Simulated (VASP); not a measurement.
# MgO (P-6m2) in VASP: a series of runs, part 2 of 2

VASP 6.6.1. Earlier steps stand in the parts before.

## Step 3: Single point, LDA

This run uses another cell than the first one, of 9.21 Å³/atom.

INCAR

```
SYSTEM = MgO
PREC = Accurate
ENCUT = 840
EDIFF = 1E-6
ISMEAR = 0
SIGMA = 0.01
LREAL = .False.
LASPH = .True.
NELM = 120
ALGO = Normal
ISIF = 2
LWAVE = .False.
LCHARG = .False.
GGA = CA
NBANDS = 15
GGA_COMPAT = .False.
```

KPOINTS

```
regular mesh
0
Gamma
  7 7 6
  0 0 0
```

POSCAR

```
MgO
1.0
    2.8574854232      0.0000000000      0.0000000000
   -1.4287427116      2.4746550094      0.0000000000
    0.0000000000      0.0000000000      2.6062268258
Mg O
1 1
Direct
    0.0000000000      0.0000000000      0.0000000000
    0.3333333333      0.6666666667      0.5000000000
```

Potentials or basis: VASP PAW LDA potentials, release 64 (Mg_sv, O).

The run is started by

```bash
cat potpaw_LDA.64/Mg_sv/POTCAR potpaw_LDA.64/O/POTCAR > POTCAR
mpirun -np 1 vasp_std > vasp.out
```

OUTCAR:

```text
SYSTEM = MgO
   PREC = Accurate
   ENCUT = 840
   EDIFF = 1E-6
   ISMEAR = 0
   LREAL = .False.
   LASPH = .True.
   NELM = 120
   ISIF = 2
   GGA = CA

 ion  position               nearest neighbor table
   1  0.000  0.000  0.000-   2 2.10   2 2.10   2 2.10   2 2.10   2 2.10   2 2.10
   2  0.333  0.667  0.500-   1 2.10   1 2.10   1 2.10   1 2.10   1 2.10   1 2.10

  LATTYP: Found a hexagonal cell.
 ALAT       =     2.8574854232
 C/A-ratio  =     0.9120700335

  Lattice vectors:

 A1 = (   2.8574854232,   0.0000000000,   0.0000000000)
 A2 = (  -1.4287427116,   2.4746550094,   0.0000000000)
 A3 = (   0.0000000000,   0.0000000000,   2.6062268258)

Analysis of symmetry for initial positions (statically):
=====================================================================
 Subroutine PRICEL returns:
 Original cell was already a primitive cell.

 Routine SETGRP: Setting up the symmetry group for a
 hexagonal supercell.

 Subroutine GETGRP returns: Found 12 space group operations
 (whereof 12 operations were pure point group operations)
 out of a pool of 24 trial point group operations.

The static configuration has the point symmetry D_3h.

Analysis of symmetry for dynamics (positions and initial velocities):
=====================================================================
 Subroutine PRICEL returns:
 Original cell was already a primitive cell.

 Routine SETGRP: Setting up the symmetry group for a
 hexagonal supercell.

 Subroutine GETGRP returns: Found 12 space group operations
 (whereof 12 operations were pure point group operations)
 out of a pool of 24 trial point group operations.

The dynamic configuration has the point symmetry D_3h.

 Subroutine INISYM returns: Found 12 space group operations
 (whereof 12 operations are pure point group operations),
 and found     1 'primitive' translations

----------------------------------------------------------------------------------------

[... 116 lines left out ...]
   LORBIT       =      0    0 simple, 1 ext, 2 COOP (PROOUT), +10 PAW based schemes
   GGA     = CA    functional components
   LHFCALC =     F    Hartree Fock is set to
   AEXX    =    0.0000 exact exchange contribution
   IVDW    =     0    specifies the selected vdW correction
   LEPSILON=     F    determine dielectric tensor
   LRPA    =     F    only Hartree local field effects (RPA)
 non-spin polarized calculation
 Gauss-broadening in eV      SIGMA  =   0.01
  energy-cutoff  :      840.00
  volume of cell :       18.43
 maximum number of plane-waves:      1028
 NGX is ok and might be reduce to    28
   NGX = 13   NGY = 13   NGZ = 13

 number of electron      15.9999993 magnetization

 Free energy of the ion-electron system (eV)
  ---------------------------------------------------
  ext. energy  EPLUGINS =         0.00000000
  ---------------------------------------------------
  free energy    TOTEN  =       -12.52662996 eV

  energy without entropy =      -12.52662996  energy(sigma->0) =      -12.52662996

 E-fermi :   3.4276     XC(G=0): -11.9730

 val. band max:        3.3280636512   @ k =   0.2857   0.2857   0.0000
 cond. band min:       6.9509240741   @ k =   0.0000   0.0000   0.0000
 fundamental gap:      3.6228604229
 Fermi energy:         3.4276450572

 k-point     1 :       0.0000    0.0000    0.0000
  band No.  band energies     occupation
      1     -68.8196      2.00000
      2     -36.2833      2.00000
      3     -36.2833      2.00000
      4     -36.2208      2.00000
      5     -14.2657      2.00000
      6       2.6745      2.00000
      7       2.6745      2.00000
      8       2.9238      2.00000
      9       6.9509      0.00000
     10      15.2338      0.00000
     11      19.3421      0.00000
     12      19.3421      0.00000
     13      23.9561      0.00000
     14      25.2645      0.00000
[... 401 lines left out ...]
      2     -36.3471      2.00000
      3     -36.3215      2.00000
      4     -36.3207      2.00000
      5     -12.2444      2.00000
      6      -0.1844      2.00000
      7       0.2915      2.00000
      8       0.8120      2.00000
      9      10.4299      0.00000
     10      15.2723      0.00000
     11      17.7129      0.00000
     12      18.6605      0.00000
     13      19.8440      0.00000
     14      25.6260      0.00000
     15      29.8900      0.00000

 [... further k-points ...]
[... 5 lines left out ...]
  --------------------------------------------------------------------------------------
  -------------------------------------------------------------------------------------
  Total        0.2876296      0.2876296      0.5310890      0.0000000     -0.0000000      0.0000000
  in kB       25.0053658     25.0053667     46.1707581      0.0000000     -0.0000000      0.0000000
  external PRESSURE =      32.0604969 kB  Pullay stress =       0.0000000 kB

 VOLUME and BASIS-vectors are now :
 -----------------------------------------------------------------------------
  energy-cutoff  :      840.00
  volume of cell :       18.43
      direct lattice vectors                 reciprocal lattice vectors
     2.857485423  0.000000000  0.000000000     0.349958041  0.202048366  0.000000000
    -1.428742712  2.474655009  0.000000000     0.000000000  0.404096731  0.000000000
     0.000000000  0.000000000  2.606226826     0.000000000  0.000000000  0.383696457

 POSITION                                       TOTAL-FORCE (eV/Angst)
 -----------------------------------------------------------------------------------
      0.00000      0.00000      0.00000        -0.000000      0.000000      0.000000
     -0.00000      1.64977      1.30311         0.000000     -0.000000      0.000000
 -----------------------------------------------------------------------------------
    total drift:                                0.000000     -0.000001     -0.000000

  FREE ENERGIE OF THE ION-ELECTRON SYSTEM (eV)
  ---------------------------------------------------
  free  energy   TOTEN  =       -12.5266299628 eV

  energy  without entropy=      -12.5266299628  energy(sigma->0) =      -12.52662996
```

stdout:

```text
POSCAR found type information on POSCAR MgO
 POSCAR found :  2 types and       2 ions
 scaLAPACK will be used
 LDA part: xc-table for (Slater(with rela. corr.)+CA(PZ))
 , standard interpolation
 POSCAR, INCAR and KPOINTS ok, starting setup
 FFT: planning ... GRIDC
 FFT: planning ... GRID_SOFT
 FFT: planning ... GRID
 WAVECAR not read
 entering main loop
```

Wall time 8.5 s (1 thread of Intel Xeon Platinum 8559C (Emerald Rapids), shared host); peak memory 0.14 GiB.

What came out:

| Quantity | Value |
| --- | --- |
| Free energy | -12.5266 eV |
| Pressure | 3.2 GPa |
| Band gap on the k mesh | 3.62 eV (least direct gap 4.03 eV) |

Caveat: the cell stands under pressure. A k mesh can miss the band edges.

## Step 4: Single point, LDA

This run uses another cell than the first one, of 10.82 Å³/atom.

INCAR

```
SYSTEM = MgO
  PREC = Accurate
  ENCUT = 840
  EDIFF = 1E-6
  ISMEAR = 0
  SIGMA = 0.01
  LREAL = .FALSE.
  LASPH = .TRUE.
  NELM = 120
  ALGO = Normal
  ISIF = 2
  LWAVE = .FALSE.
  LCHARG = .TRUE.
  LELF = .TRUE.
  LVHAR = .TRUE.
  NBANDS = 15
  GGA_COMPAT = .FALSE.
```

KPOINTS

```
regular mesh
0
G
  7 7 6
  0 0 0
```

POSCAR

```
MgO
1.0
    3.0143661185      0.0000000000      0.0000000000
   -1.5071830593      2.6105176792      0.0000000000
    0.0000000000      0.0000000000      2.7493130069
Mg O
1 1
Direct
    0.0000000000      0.0000000000      0.0000000000
    0.3333333333      0.6666666667      0.5000000000
```

The run is started by

```bash
cat potpaw_LDA.64/Mg_sv/POTCAR potpaw_LDA.64/O/POTCAR > POTCAR
mpirun -np 1 vasp_std > vasp.out
```

It took 12 s on 1 thread of AMD EPYC 7R13 (Zen 3), shared host; peak memory 0.12 GiB.

Results (log left out):

| Item | Value |
| --- | --- |
| Free energy | -12.3697 eV |
| Pressure | -16.9 GPa |
| Band gap on the k mesh | 2.43 eV (least direct gap 2.80 eV) |

Stress tensor (GPa, compression positive):
```
-15.85   0.00   0.00
  0.00 -15.85   0.00
  0.00   0.00 -19.11
```

Levels at points of the mesh, in eV from the valence-band top:
```csv
k point,band 6,band 7,band 8,band 9,band 10,band 11
"(0.00, 0.00, 0.00)",-0.54,-0.54,-0.37,2.43,11.40,14.69
"(0.00, 0.00, 0.50)",-5.04,-0.06,-0.06,7.54,8.28,16.77
```

Caveat: the cell stands under tension. A k mesh can miss the band edges.

## Step 5: The runs side by side

| cell | gap on the mesh (eV) | pressure (GPa) |
| --- | --- | --- |
| a = 2.938, b = 2.938, c = 2.680 Å, angles 90.0, 90.0, 120.0°, 2 atoms | 2.97 | -9.0 |
| a = 2.857, b = 2.857, c = 2.606 Å, angles 90.0, 90.0, 120.0°, 2 atoms | 3.62 | 3.2 |
| a = 3.014, b = 3.014, c = 2.749 Å, angles 90.0, 90.0, 120.0°, 2 atoms | 2.43 | -16.9 |

Alike in all rows: task single point; level LDA; potentials or basis VASP PAW LDA potentials, release 64 (Mg_sv, O); no spin polarisation; k mesh 7 × 7 × 6; cutoff (eV) 840; smearing gaussian 0.01 eV.

Caveats: the cell stands under tension (at least some runs); the cell stands under pressure (at least some runs).

Absolute energies hang on the potentials; compare differences alone.
